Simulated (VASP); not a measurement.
# CsPbBr3 (Pm-3m) in VASP: relaxation of the atoms with PBEsol

Aim: the relaxation of the atoms of CsPbBr3 with PBEsol.

Everything below comes from runs of VASP 6.6.1. Logs are shortened: lines on timing, memory, paths and dates and some standing lists are left out, and cuts for length are marked.

## (1) The cell of the first run

The structure is cubic, space group Pm-3m (No. 221). Conventional cell: a = 5.870 Å, b = 5.870 Å, c = 5.870 Å, α = 90.00°, β = 90.00°, γ = 90.00°. Within 3.9 Å of Pb (site symmetry m-3m) lie 6 Br at 2.94 Å. Within 5.4 Å of Cs (site symmetry m-3m) lie 12 Br at 4.15 Å and 8 Pb at 5.08 Å. Within 3.9 Å of Br (site symmetry 4/mmm) lie 2 Pb at 2.94 Å.

## (2) Relaxation of the atoms, PBEsol

INCAR reads:

```
PREC = Accurate
ENCUT = 450
EDIFF = 1E-7
ISMEAR = -1
SIGMA = 0.05
LREAL = False
LASPH = True
NELM = 120
ALGO = Normal
ISIF = 2
LWAVE = False
LCHARG = False
GGA = PS
IBRION = 2
NSW = 60
EDIFFG = -0.01
GGA_COMPAT = False
NELMIN = 4
```

KPOINTS reads:

```
Automatic mesh
0
Gamma
  4 4 4
```

POSCAR reads:

```
CsPbBr3
1.0
    5.8700000000      0.0000000000      0.0000000000
    0.0000000000      5.8700000000      0.0000000000
    0.0000000000      0.0000000000      5.8700000000
Pb Cs Br
1 1 3
Direct
    0.5000000000      0.5000000000      0.5000000000
    0.0000000000      0.0000000000      0.0000000000
    0.5000000000      0.5000000000      0.0000000000
    0.5000000000      0.0000000000      0.5000000000
    0.0000000000      0.5000000000      0.5000000000
```

Potentials or basis: VASP PAW PBE potentials, release 64 (Pb_d, Cs_sv, Br).

Launch:

```console
cat potpaw_PBE.64/Pb_d/POTCAR potpaw_PBE.64/Cs_sv/POTCAR potpaw_PBE.64/Br/POTCAR > POTCAR
mpirun -np 1 vasp_std > vasp.out
```

OUTCAR:

```text
PREC = Accurate
   ENCUT = 450
   EDIFF = 1E-7
   ISMEAR = -1
   LREAL = False
   LASPH = True
   NELM = 120
   ISIF = 2
   GGA = PS
   IBRION = 2
   NSW = 60
   EDIFFG = -0.01
   NELMIN = 4

 ion  position               nearest neighbor table
   1  0.500  0.500  0.500-   3 2.94   4 2.94   5 2.94   3 2.94   4 2.94   5 2.94
   2  0.000  0.000  0.000-
   3  0.500  0.500  0.000-   1 2.94   1 2.94
   4  0.500  0.000  0.500-   1 2.94   1 2.94
   5  0.000  0.500  0.500-   1 2.94   1 2.94

  LATTYP: Found a simple cubic cell.
 ALAT       =     5.8700000000

  Lattice vectors:

 A1 = (   5.8700000000,   0.0000000000,   0.0000000000)
 A2 = (   0.0000000000,   5.8700000000,   0.0000000000)
 A3 = (   0.0000000000,   0.0000000000,   5.8700000000)

Analysis of symmetry for initial positions (statically):
=====================================================================
 Subroutine PRICEL returns:
 Original cell was already a primitive cell.

 Routine SETGRP: Setting up the symmetry group for a
 simple cubic supercell.

 Subroutine GETGRP returns: Found 48 space group operations
 (whereof 48 operations were pure point group operations)
 out of a pool of 48 trial point group operations.

The static configuration has the point symmetry O_h .

Analysis of symmetry for dynamics (positions and initial velocities):
=====================================================================
 Subroutine PRICEL returns:
 Original cell was already a primitive cell.

 Routine SETGRP: Setting up the symmetry group for a
 simple cubic supercell.

 Subroutine GETGRP returns: Found 48 space group operations
 (whereof 48 operations were pure point group operations)
 out of a pool of 48 trial point group operations.

The dynamic configuration has the point symmetry O_h .

 Subroutine INISYM returns: Found 48 space group operations
 (whereof 48 operations are pure point group operations),
 and found     1 'primitive' translations

----------------------------------------------------------------------------------------

                                     Primitive cell

  volume of cell :     202.2620
[... 76 lines left out ...]
   LSORBIT =      F    spin-orbit coupling
   LASPH  =      T    aspherical Exc in radial PAW
   ENCUT  =  450.0 eV  33.07 Ry    5.75 a.u.  10.15 10.15 10.15*2*pi/ulx,y,z
   NELM   =    120;   NELMIN=  4; NELMDL= -5     # of ELM steps
   EDIFF  = 0.1E-06   stopping-criterion for ELM
   LREAL  =      F    real-space projection
   EDIFFG = -.1E-01   stopping-criterion for IOM
   NSW    =     60    number of steps for IOM
   IBRION =      2    ionic relax: 0-MD 1-quasi-New 2-CG
   NFREE  =      1    steps in history (QN), initial steepest desc. (CG)
   ISIF   =      2    stress and relaxation
   ISYM   =      2    0-nonsym 1-usesym 2-fastsym
   POTIM  = 0.5000    time-step for ionic-motion
   TEBEG  =    0.0;   TEEND  =   0.0 temperature during run
   PSTRESS=    0.0 pullay stress
   NELECT =      44.0000    total number of electrons
   NUPDOWN=      -1.0000    fix difference up-down
   EMIN   =  10.00;   EMAX   =-10.00  energy-range for DOS
   EFERMI =   0.00;   METHOD = LEGACY
   ISMEAR =    -1;   SIGMA  =   0.05  broadening in eV -4-tet -1-fermi 0-gaus
   EFERMI_NEDOS =   21; number of points for ismear=-14 and -15
   IALGO  =     38    algorithm
   IMIX   =      4    mixing-type and parameters
     AMIX     =   0.40;   BMIX     =  1.00
     AMIX_MAG =   1.60;   BMIX_MAG =  1.00
  volume/ion in A,a.u.               =      40.45       272.99
  Fermi-wavevector in a.u.,A,eV,Ry     =   0.984587  1.860600 13.189657  0.969412
  Thomas-Fermi vector in A             =   2.115831
   LORBIT       =      0    0 simple, 1 ext, 2 COOP (PROOUT), +10 PAW based schemes
   GGA     = PS    functional components
   LHFCALC =     F    Hartree Fock is set to
   AEXX    =    0.0000 exact exchange contribution
   IVDW    =     0    specifies the selected vdW correction
   LEPSILON=     F    determine dielectric tensor
   LRPA    =     F    only Hartree local field effects (RPA)
 conjugate gradient relaxation of ions
 non-spin polarized calculation
  energy-cutoff  :      450.00
  volume of cell :      202.26
 maximum number of plane-waves:      4428
 NGX is ok and might be reduce to    42
   NGX = 21   NGY = 21   NGZ = 21

 number of electron      44.0000006 magnetization

 Free energy of the ion-electron system (eV)
  ---------------------------------------------------
  ext. energy  EPLUGINS =         0.00000000
  ---------------------------------------------------
  free energy    TOTEN  =       -16.77312125 eV

  energy without entropy =      -16.77312119  energy(sigma->0) =      -16.77312122

 E-fermi :   1.8895     XC(G=0):  -7.8173

 val. band max:        1.2071009237   @ k =   0.5000   0.5000   0.5000
 cond. band min:       2.6273714100   @ k =   0.5000   0.5000   0.5000
 fundamental gap:      1.4202704863
 Fermi energy:         1.8895205263

 k-point     1 :       0.0000    0.0000    0.0000
  band No.  band energies     occupation
      1     -20.2441      2.00000
      2     -15.6322      2.00000
      3     -15.6322      2.00000
      4     -15.4618      2.00000
      5     -15.4618      2.00000
      6     -15.4618      2.00000
[... 279 lines left out ...]
     25       2.6274      0.00000
     26       5.5937      0.00000

------------------------ aborting loop because EDIFF is reached ----------------------------------------

  FORCE on cell =-STRESS in cart. coord.  units (eV):
  Direction    XX          YY          ZZ          XY          YZ          ZX
  --------------------------------------------------------------------------------------
  -------------------------------------------------------------------------------------
  Total        0.1625540      0.1625540      0.1625540     -0.0000000     -0.0000000      0.0000000
  in kB        1.2876386      1.2876386      1.2876386     -0.0000000     -0.0000000      0.0000000
  external PRESSURE =       1.2876386 kB  Pullay stress =       0.0000000 kB

 VOLUME and BASIS-vectors are now :
 -----------------------------------------------------------------------------
  energy-cutoff  :      450.00
  volume of cell :      202.26
      direct lattice vectors                 reciprocal lattice vectors
     5.870000000  0.000000000  0.000000000     0.170357751  0.000000000  0.000000000
     0.000000000  5.870000000  0.000000000     0.000000000  0.170357751  0.000000000
     0.000000000  0.000000000  5.870000000     0.000000000  0.000000000  0.170357751

 POSITION                                       TOTAL-FORCE (eV/Angst)
 -----------------------------------------------------------------------------------
      2.93500      2.93500      2.93500         0.000000      0.000000      0.000000
      0.00000      0.00000      0.00000         0.000000      0.000000      0.000000
      2.93500      2.93500      0.00000         0.000000      0.000000      0.000000
      2.93500      0.00000      2.93500         0.000000      0.000000      0.000000
      0.00000      2.93500      2.93500         0.000000      0.000000      0.000000
 -----------------------------------------------------------------------------------
    total drift:                                0.000000     -0.000000     -0.000000

  FREE ENERGIE OF THE ION-ELECTRON SYSTEM (eV)
  ---------------------------------------------------
  free  energy   TOTEN  =       -16.7731212487 eV

  energy  without entropy=      -16.7731211924  energy(sigma->0) =      -16.77312122

 reached required accuracy - stopping structural energy minimisation
```

CONTCAR:

```text
CsPbBr3
   1.00000000000000
     5.8700000000000001    0.0000000000000000    0.0000000000000000
     0.0000000000000000    5.8700000000000001    0.0000000000000000
     0.0000000000000000    0.0000000000000000    5.8700000000000001
  Pb              Cs              Br
     1     1     3
Direct
     0.5000000000000000    0.5000000000000000    0.5000000000000000
     0.0000000000000000    0.0000000000000000    0.0000000000000000
     0.5000000000000000    0.5000000000000000    0.0000000000000000
     0.5000000000000000    0.0000000000000000    0.5000000000000000
     0.0000000000000000    0.5000000000000000    0.5000000000000000

  0.00000000E+00  0.00000000E+00  0.00000000E+00
  0.00000000E+00  0.00000000E+00  0.00000000E+00
  0.00000000E+00  0.00000000E+00  0.00000000E+00
  0.00000000E+00  0.00000000E+00  0.00000000E+00
  0.00000000E+00  0.00000000E+00  0.00000000E+00
```

Run time: 36 s. Hardware: 1 thread of Intel Xeon Platinum 8375C at 2.90GHz (Ice Lake), shared host; peak memory 0.28 GiB.

Results:

* Free energy: -16.7731 eV
* Pressure after relaxing: 0.1 GPa
* Band gap on the k mesh: 1.42 eV

Final structure:
```cif
data_structure
_symmetry_space_group_name_H-M 'P 1'
_symmetry_Int_Tables_number 1
_cell_length_a 5.8700
_cell_length_b 5.8700
_cell_length_c 5.8700
_cell_angle_alpha 90.000
_cell_angle_beta 90.000
_cell_angle_gamma 90.000
_cell_volume 202.26
loop_
_atom_site_label
_atom_site_type_symbol
_atom_site_fract_x
_atom_site_fract_y
_atom_site_fract_z
_atom_site_occupancy
Pb1 Pb 0.50000 0.50000 0.50000 1
Cs1 Cs 0.00000 0.00000 0.00000 1
Br1 Br 0.50000 0.50000 0.00000 1
Br2 Br 0.50000 0.00000 0.50000 1
Br3 Br 0.00000 0.50000 0.50000 1
```

Caveat: the relaxation stopped at its first step, so nothing moved; the PAW data sets were made with another functional, which shifts forces and pressure a little; spin-orbit coupling is left out, which moves the levels of the heavy elements. A k mesh can miss the band edges.
